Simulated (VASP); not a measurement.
A run of VASP 6.6.1 is set up as follows.

File POSCAR:

```
Ti3Si
1.0
    5.6285599865      0.0000000000      0.0000000000
   -2.8142799932      4.8744759350      0.0000000000
    0.0000000000      0.0000000000      4.5039465941
Ti Si
6 2
Direct
    0.3436961568      0.1718480784      0.7999561874
    0.8281519216      0.1718480784      0.7999561874
    0.8281519216      0.6563038432      0.7999561874
    0.6563038432      0.8281519216      0.2999561874
    0.1718480784      0.8281519216      0.2999561874
    0.1718480784      0.3436961568      0.2999561874
    0.3333333333      0.6666666667      0.7500000000
    0.6666666667      0.3333333333      0.2500000000
```

INCAR.step1

```
SYSTEM = Ti3Si
PREC     = Accurate       ! precision mode
ENCUT    = 520            ! plane-wave cutoff, eV
ISMEAR   = 0              ! smearing method
SIGMA    = 0.15           ! smearing width, eV
LREAL    = .False.        ! projectors in reciprocal space
LASPH    = .True.         ! aspherical terms in the spheres
NELM     = 80             ! most SCF steps
NBANDS   = 50             ! bands
GGA      = PE             ! functional
ALGO     = Normal         ! electronic algorithm
EDIFF    = 1E-4           ! SCF threshold, eV
LWAVE    = .True.         ! write WAVECAR
LCHARG   = .False.        ! write CHGCAR
```

File INCAR.step2:

```
SYSTEM = Ti3Si
PREC     = Accurate       ! precision mode
ENCUT    = 520            ! plane-wave cutoff, eV
EDIFF    = 1E-6           ! SCF threshold, eV
ISMEAR   = 0              ! smearing method
SIGMA    = 0.15           ! smearing width, eV
LREAL    = .False.        ! projectors in reciprocal space
LASPH    = .True.         ! aspherical terms in the spheres
NELM     = 80             ! most SCF steps
ALGO     = Normal         ! electronic algorithm
ISIF     = 2              ! what is computed and relaxed
LWAVE    = .False.        ! write WAVECAR
LCHARG   = .True.         ! write CHGCAR
METAGGA  = R2SCAN         ! meta-GGA
LMIXTAU  = .True.       
LELF     = .True.         ! ELF
LVHAR    = .True.       
NBANDS   = 50             ! bands
ISTART   = 1
```

KPOINTS

```
regular mesh
0
Gamma
  12 12 10
  0 0 0
```

Potentials or basis: VASP PAW PBE potentials, release 64 (Ti_sv, Si).

The run is started by

```sh
$ cat potpaw_PBE.64/Ti_sv/POTCAR potpaw_PBE.64/Si/POTCAR > POTCAR
$ cp INCAR.step1 INCAR
$ mpirun -np 1 vasp_std > vasp.out
$ cp INCAR.step2 INCAR
$ mpirun -np 1 vasp_std > vasp.out
```

Task: What does it give for the largest force?

Result: 1.985 eV/Å.

Task: What does it give for the pressure?

Result: 2.1 GPa.

Task: Predict the band gap on the k mesh.

Result: Zero (bands 40 and 41 overlap by 0.40 eV).

Stress tensor (GPa, compression positive):
```
1.12 0.00 0.00
0.00 1.12 0.00
0.00 0.00 4.01
```

Caveat: the cell differs from its parent crystal (all Ti atoms moved +0.225 Å, as atom 1 along Cartesian [0 0 1]); the PAW data sets were made with another functional, which shifts forces and pressure a little.
